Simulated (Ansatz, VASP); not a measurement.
# Two plane-wave programs on Si

```
CELL_PARAMETERS angstrom
4.55214 -2.43471 0.00000
4.55214 2.43471 0.00000
0.00000 0.00000 5.59403
ATOMIC_POSITIONS crystal
Si 0.50000 0.50000 0.77051
Si 0.50000 0.50000 0.22949
Si 0.00000 0.00000 0.27051
Si 0.00000 0.00000 0.72949
Si 0.72622 0.72622 0.50000
Si 0.22622 0.22622 0.00000
Si 0.27378 0.27378 0.50000
Si 0.77378 0.77378 0.00000
```

Change from the starting cell: strain +0.0500 x Voigt [0, 0, 1, 0, 0, 0], atoms carried along.

Alike in both runs: task single point; functional LDA; k mesh 10 × 10 × 8; occupations gaussian, width 0.15 eV; no spin polarisation.

|  | VASP | Ansatz |
| --- | --- | --- |
| version | VASP 6.6.1 | Ansatz 0.2.0 |
| potentials or method | VASP PAW LDA potentials, release 64 (Si), cutoff 520 eV | scalar-relativistic, plane waves, PAW |
| valence electrons in the cell | 32 | 32 |

```tsv
	VASP	Ansatz	Ansatz less VASP
gap on the k mesh at the Fermi level (eV)	none	none	-
pressure (GPa)	-4.8	-4.9	-0.06
traceless stress, the component that is largest in VASP (GPa)	-3.68	-3.66	+0.017
rms of the force components (eV/Å)	0.052	0.051	-0.0006
```

LDA's correlation is that of Perdew and Zunger in VASP and of Perdew and Wang (1992) in Ansatz. Atom by atom the forces differ by 0.001 eV/Å (rms over components). A gap of «none» marks a metal or a gap that the smearing closes.
